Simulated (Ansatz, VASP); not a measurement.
## One calculation of ScF5, two programs

```xyz
6
Lattice="4.1235 0.0000 0.0000 0.0000 4.1235 0.0000 0.0000 0.0000 5.0178" Properties=species:S:1:pos:R:3 pbc="T T T"
Sc    2.0617    2.0617    0.0000
F     0.0000    2.0617    0.0000
F     2.0617    0.0000    0.0000
F     0.0000    2.0617    2.5089
F     2.0617    0.0000    2.5089
F     0.0000    0.0000    0.0000
```

Alike in both runs: functional PBE; k mesh 4 × 4 × 4; occupations gaussian, width 0.1 eV; collinear spin.

Ansatz relaxed the structure, and its values are those at the end. VASP's run is a single point on that final structure, the one shown.

|  | VASP | Ansatz |
| --- | --- | --- |
| version | VASP 6.6.1 | Ansatz 0.2.0 |
| potentials or method | VASP PAW PBE potentials, release 64 (Sc_sv, F), cutoff 520 eV | scalar-relativistic, plane waves, PAW |
| valence electrons in the cell | 46 | 46 |

|  | VASP | Ansatz | Ansatz less VASP |
| --- | --- | --- | --- |
| gap on the k mesh at the Fermi level (eV) | none | none | - |
| pressure (GPa) | -0.8 | 0.2 | +0.99 |
| net moment per atom (μB) | 0.17 | 0.33 | +0.167 |
| size of the moment on the site where the two differ most (μB) | 0.00 | 0.68 | +0.683 |

The net moments are unlike, so the other rows may belong to different states. Site moments also hang on the region over which each program counts them. A gap of «none» marks a metal or a gap that the smearing closes.

The k mesh is coarse, so the values compare programs but aren't converged.
